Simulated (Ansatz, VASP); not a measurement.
# Mg2CdSe3: VASP beside Ansatz

```
Mg Cd Se
1.0
     4.30151   -0.00009   -0.00061
    -2.15083    3.72444   -0.00065
    -0.00294   -0.00535   20.87274
Mg Cd Se
4 2 6
Direct
  0.66615 0.33248 0.16748
  0.66654 0.33298 0.83024
  0.33349 0.66711 0.33024
  0.33370 0.66716 0.66743
  0.66729 0.33418 0.50092
  0.33319 0.66648 0.00098
  0.66674 0.33370 0.29196
  0.66693 0.33379 0.62933
  0.66637 0.33303 0.95503
  0.33269 0.66559 0.12938
  0.33380 0.66733 0.45508
  0.33311 0.66617 0.79195
```

Change from the starting cell: cell x1, atoms moved at random (sigma 0.1 Å) and cell strained at random (1.5 %), then relaxed without symmetry.

Alike in both runs: functional PBE; k mesh 6 × 6 × 1; occupations gaussian, width 0.1 eV; no spin polarisation.

Ansatz relaxed the structure, and its values are those at the end. VASP's run is a single point on that final structure, the one shown.

|  | VASP | Ansatz |
| --- | --- | --- |
| version | VASP 6.6.1 | Ansatz 0.2.0 |
| potentials or method | VASP PAW PBE potentials, release 64 (Mg, Cd, Se), cutoff 520 eV | scalar-relativistic, plane waves, PAW |
| valence electrons in the cell | 68 | 176 |

VASP gave:

| Item | Value |
| --- | --- |
| gap on the k mesh at the Fermi level (eV) | 1.54 |
| least direct gap on the mesh (eV) | 1.54 |
| pressure (GPa) | 0.1 |
| rms of the force components (eV/Å) | 0.013 |

Task: Which values does Ansatz return?

Result: gap on the k mesh at the Fermi level (eV): 1.55; least direct gap on the mesh (eV): 1.55; pressure (GPa): 0.0; rms of the force components (eV/Å): 0.005.

VASP's potentials hold 68 valence electrons a cell and Ansatz's 176, so a difference there can come from the potentials and not from the codes.
